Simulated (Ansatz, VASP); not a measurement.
# Sr in VASP and in Ansatz

```
Sr
1.0
     4.03389    0.00000    0.00000
    -2.01694    4.02598    0.00000
     0.00000    0.00000    6.39703
Sr
2
Direct
  0.33333 0.66667 0.25000
  0.66667 0.33333 0.75000
```

Change from the starting cell: strain +e along x and -e along y -0.0733, strain +e along z and -e/2 along x and y -0.0700.

Alike in both runs: task single point; functional PBEsol; k mesh 12 × 12 × 8; occupations gaussian, width 0.15 eV; no spin polarisation.

|  | VASP | Ansatz |
| --- | --- | --- |
| version | VASP 6.6.1 | Ansatz 0.2.0 |
| potentials or method | VASP PAW PBE potentials, release 64 (Sr_sv), cutoff 520 eV | scalar-relativistic, plane waves, PAW |
| valence electrons in the cell | 20 | 20 |

```tsv
	VASP	Ansatz	Ansatz less VASP
gap on the k mesh at the Fermi level (eV)	none	none	-
pressure (GPa)	0.3	0.3	-0.01
traceless stress, the component that is largest in VASP (GPa)	-2.07	-2.07	+0.006
rms of the force components (eV/Å)	0.111	0.111	0.0000
```

VASP's potentials were made for PBE, not for PBEsol. Atom by atom the forces differ by 0.000 eV/Å (rms over components). A gap of «none» marks a metal or a gap that the smearing closes. With one functional, cell and mesh, what is left measures potentials, basis and numerics.
